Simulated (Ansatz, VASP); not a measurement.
Ag: VASP beside Ansatz

INCAR

```
SYSTEM = Ag
ALGO = Normal ; EDIFF = 1E-6
ENCUT = 520 ; GGA = PS
ISIF = 2 ; ISMEAR = 0
LASPH = .True. ; LCHARG = .True.
LELF = .True. ; LREAL = .False.
LVHAR = .True. ; LWAVE = .False.
NBANDS = 12 ; NELM = 100
PREC = Accurate ; SIGMA = 0.15
```

Contents of KPOINTS:

```
k-points
0
Gamma
  20 20 20
  0 0 0
```

Contents of POSCAR:

```
Ag
1.0
    0.0000000000      2.1248240000      1.9613760000
    2.1248240000      0.0000000000      1.9613760000
    2.1248240000      2.1248240000      0.0000000000
Ag
1
Direct
    0.0000000000      0.0000000000      0.0000000000
```

Input for Ansatz:

```yaml
crystal:
  lattice:
    - [0.0, 2.124824, 1.961376]
    - [2.124824, 0.0, 1.961376]
    - [2.124824, 2.124824, 0.0]
  atoms:
    - { symbol: Ag, position: [0.0, 0.0, 0.0] }
basis:
  ecutwfc: 420
kpoints:
  mp_grid: { grid: [20, 20, 20] }
hamiltonian:
  xc: pbesol
scf:
  occupations: { method: gaussian, width: 0.15 }
output:
  forces: true
  stress: true
  eigenvalues: true
  write_density: true
  write_potential: true
  elf: true
  volumetric_format: npy
```

Change from the starting cell: strain +0.040 along x and y, -0.040 along z, atoms carried along.

Alike in both runs: task single point; functional PBEsol; k mesh 20 × 20 × 20; occupations gaussian, width 0.15 eV; no spin polarisation.

```csv
,VASP,Ansatz
version,VASP 6.6.1,Ansatz 0.2.0
potentials or method,"VASP PAW PBE potentials, release 64 (Ag), cutoff 520 eV","scalar-relativistic, plane waves, PAW"
valence electrons in the cell,11,19
```

Ansatz gave:

| Property | Result |
| --- | --- |
| gap on the k mesh at the Fermi level (eV) | none |
| pressure (GPa) | -6.0 |
| traceless stress, the component that is largest in VASP (GPa) | 1.36 |

Task: Estimate VASP's values.

Result: gap on the k mesh at the Fermi level (eV): none; pressure (GPa): -6.1; traceless stress, the component that is largest in VASP (GPa): 1.35.

VASP's potentials were made for PBE, not for PBEsol. A gap of «none» marks a metal or a gap that the smearing closes. VASP's potentials hold 11 valence electrons a cell and Ansatz's 19, so a difference there can come from the potentials and not from the codes.
